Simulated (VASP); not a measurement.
Wanted: the native input for a VASP 6.6.1 run.

| Property | Result |
| --- | --- |
| Task | single point |
| Functional | PBE |
| Potentials or basis | VASP PAW PBE potentials, release 64 (Ir_sv_GW, F) |
| Cutoff | 520 eV |
| k mesh | 10 × 10 × 1 |
| Occupations | gaussian, width 0.1 eV |
| Spin | no spin polarisation |
| Dipole correction | yes |
| Further INCAR settings | ALGO = Normal; EDIFF = 1e-06; NBANDS = 37; NELMDL = -8 |

The structure of Ir3F lies in POSCAR:

```
Ir3F
1.0
    2.7367600872      0.0000000000      0.0000000000
    0.0000000000      2.7367600872      0.0000000000
    0.0000000000      0.0000000000     19.1883373424
Ir F
3 1
Direct
    0.5000000000      0.5000000000      0.2084599582
    0.0000000000      0.0000000000      0.3045662607
    0.5000000000      0.5000000000      0.4006776202
    0.8333333333      0.8333333333      0.4835267927
```

One way to write it, as run:

INCAR

```
PREC = Accurate
ENCUT = 520
EDIFF = 1E-6
ISMEAR = 0
SIGMA = 0.1
LREAL = False
LASPH = True
NELM = 120
ALGO = Normal
ISIF = 2
LWAVE = False
LCHARG = False
LDIPOL = True
IDIPOL = 3
DIPOL = 0.5 0.5 0.349
GGA = PE
NBANDS = 37
GGA_COMPAT = False
NELMDL = -8
```

KPOINTS

```
regular mesh
0
Gamma
  10 10 1
```

Potentials or basis: VASP PAW PBE potentials, release 64 (Ir_sv_GW, F).

Launch:

```bash
$ cat potpaw_PBE.64/Ir_sv_GW/POTCAR potpaw_PBE.64/F/POTCAR > POTCAR
$ mpirun -np 1 vasp_std > vasp.out
```

It gave:

* Largest force: 0.523 eV/Å
* Band gap on the k mesh: zero (bands 29 and 30 overlap by 1.73 eV)

Caveat: spin-orbit coupling is left out, which moves the levels of the heavy elements.

Run time: 4 min on 1 thread of Intel(R) Xeon(R) Platinum 8488C (Sapphire Rapids), on a shared host, peak memory 0.31 GiB.
